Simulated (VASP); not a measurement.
Input of a VASP 6.6.1 run:

INCAR

```
SYSTEM = V
PREC     = Accurate       ! precision mode
ENCUT    = 600            ! plane-wave cutoff, eV
EDIFF    = 1E-7           ! SCF threshold, eV
ISMEAR   = -1             ! smearing method
SIGMA    = 0.1            ! smearing width, eV
LREAL    = .False.        ! projectors in reciprocal space
LASPH    = .True.         ! aspherical terms in the spheres
NELM     = 100            ! most SCF steps
ALGO     = Normal         ! electronic algorithm
ISIF     = 3              ! what is computed and relaxed
LWAVE    = .False.        ! write WAVECAR
LCHARG   = .False.        ! write CHGCAR
GGA      = PE             ! functional
IBRION   = 2              ! ionic algorithm
NSW      = 60             ! ionic steps
EDIFFG   = -0.005         ! ionic threshold
PSTRESS  = 1300.0
```

File KPOINTS:

```
regular mesh
0
Gamma
  20 20 20
  0 0 0
```

Contents of POSCAR:

```
V
1.0
   -1.3293619687      1.3293619687      1.3293619687
    1.3293619687     -1.3293619687      1.3293619687
    1.3293619687      1.3293619687     -1.3293619687
V
1
Direct
    0.0000000000      0.0000000000      0.0000000000
```

Potentials or basis: VASP PAW PBE potentials, release 64 (V_sv).

Command:

```bash
$ cat potpaw_PBE.64/V_sv/POTCAR > POTCAR
$ mpirun -np 1 vasp_std > vasp.out
```

**Question.** Estimate the relaxed volume.

**Answer.** 9.36 Å³/atom.

**Question.** Estimate the relaxed cell.

**Answer.** a = 2.300 Å, b = 2.300 Å, c = 2.300 Å, α = 109.47°, β = 109.47°, γ = 109.47°.

**Question.** What does it give for the space group after relaxing (to 0.05 Å)?

**Answer.** Im-3m (No. 229).

Final structure:
```
V
1.0
    -1.32774    1.32774    1.32774
     1.32774   -1.32774    1.32774
     1.32774    1.32774   -1.32774
V
1
Direct
  0.00000 0.00000 0.00000
```

Caveat: the cell is relaxed towards a set pressure, so the enthalpy falls and the energy may rise.
